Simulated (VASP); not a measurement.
A run of VASP 6.6.1 is set up as follows.

Contents of INCAR:

```
SYSTEM = H10CO6
  PREC = Accurate
  ENCUT = 520
  EDIFF = 1E-6
  ISMEAR = -1
  SIGMA = 0.02
  LREAL = .False.
  LASPH = .True.
  NELM = 120
  ALGO = Normal
  ISIF = 2
  LWAVE = .False.
  LCHARG = .False.
  GGA = CA
  NBANDS = 39
  GGA_COMPAT = .False.
```

The input KPOINTS:

```
regular mesh
0
Gamma
  1 1 1
  0 0 0
```

POSCAR

```
H10CO6
1.0
    8.0458150000      0.0000000000      0.0000000000
    0.0000000000      7.4613310000      0.0000000000
    0.0000000000      0.0000000000     20.8470480000
O H C
6 10 1
Direct
    0.0567127134      0.6335062739      0.5797031791
    0.4369352266      0.3965244271     -0.3207312613
    0.5293435159      0.3140860525      0.2120492072
   -0.1009096033      0.1018316973     -0.0983448592
    0.3592426622      0.1314510776      0.5471853857
    0.1702499995      0.0360793537      0.3027143220
   -0.0351735654      0.5847750220      0.5465330151
   -0.8115399124     -0.0964439187      1.4446697681
    0.7193304842      0.6092076601      0.3266601583
    4.9210800895      5.2002115976      8.8592878953
   -1.8663615805      3.4857185668     -2.7120146699
    0.5612731588      0.3135767600      0.2616053841
   -0.4206534702      0.3409177263      0.1634619923
   -0.0543512373     -0.0141261660     -0.1428883360
    0.0942477549      0.6042219545      0.6309190635
    0.0857464409      0.0044496083      0.6538095945
    0.1941133372      0.0150241291      0.4786385104
```

Potentials or basis: VASP PAW LDA potentials, release 64 (O, H, C).

Run with:

```console
$ cat potpaw_LDA.64/O/POTCAR potpaw_LDA.64/H/POTCAR potpaw_LDA.64/C/POTCAR > POTCAR
$ mpirun -np 1 vasp_gam > vasp.out
```

Question: Estimate the largest force.

Answer: 8.555 eV/Å.

Question: Predict the band gap on the k mesh.

Answer: 0.00 eV.

Stress tensor (GPa, compression positive):
```
-1.29 -0.39 -0.68
-0.39 -1.06 -0.39
-0.68 -0.39 -4.03
```

Caveat: the k points lie up to 0.84 Å⁻¹ apart.
